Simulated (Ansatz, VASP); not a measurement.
ZnS: VASP beside Ansatz

Contents of INCAR:

```
PREC = Accurate ; ENCUT = 520
EDIFF = 1E-6 ; ISMEAR = 0
SIGMA = 0.05 ; LREAL = False
LASPH = True ; NELM = 100
ALGO = Normal ; ISIF = 2
LWAVE = False ; LCHARG = False
GGA = PE ; IVDW = 12
NBANDS = 16
```

The input KPOINTS:

```
regular mesh
0
Gamma
  8 8 8
```

Contents of POSCAR:

```
ZnS
1.0
    0.0000000000      2.6515314126      2.6515314126
    2.6515314126      0.0000000000      2.6515314126
    2.6515314126      2.6515314126      0.0000000000
Zn S
1 1
Direct
    0.0000000000      0.0000000000      0.0000000000
    0.7500000000      0.7500000000      0.7500000000
```

Input for Ansatz:

```yaml
crystal:
  lattice:
    - [0.0, 2.6515314126, 2.6515314126]
    - [2.6515314126, 0.0, 2.6515314126]
    - [2.6515314126, 2.6515314126, 0.0]
  atoms:
    - { symbol: Zn, position: [0.0, 0.0, 0.0] }
    - { symbol: S, position: [0.75, 0.75, 0.75] }
basis:
  ecutwfc: 420
  ecutrho_ratio: 4
kpoints:
  mp_grid: { grid: [8, 8, 8] }
hamiltonian:
  xc: pbe
  dispersion: d3bj
scf:
  occupations: { method: gaussian, width: 0.05 }
output:
  forces: true
  stress: true
  eigenvalues: true
```

Alike in both runs: task single point; functional PBE; dispersion D3(BJ); k mesh 8 × 8 × 8; occupations gaussian, width 0.05 eV; no spin polarisation.

|  | VASP | Ansatz |
| --- | --- | --- |
| version | VASP 6.6.1 | Ansatz 0.2.0 |
| potentials or method | VASP PAW PBE potentials, release 64 (Zn, S), cutoff 520 eV | scalar-relativistic, plane waves, PAW |
| valence electrons in the cell | 18 | 18 |

Ansatz gave:

```
gap on the k mesh at the Fermi level (eV) : 2.36
least direct gap on the mesh (eV)         : 2.36
pressure (GPa)                            : 3.4
```

Q: What did VASP give for the same quantities?

A: gap on the k mesh at the Fermi level (eV): 2.37; least direct gap on the mesh (eV): 2.37; pressure (GPa): 3.6.
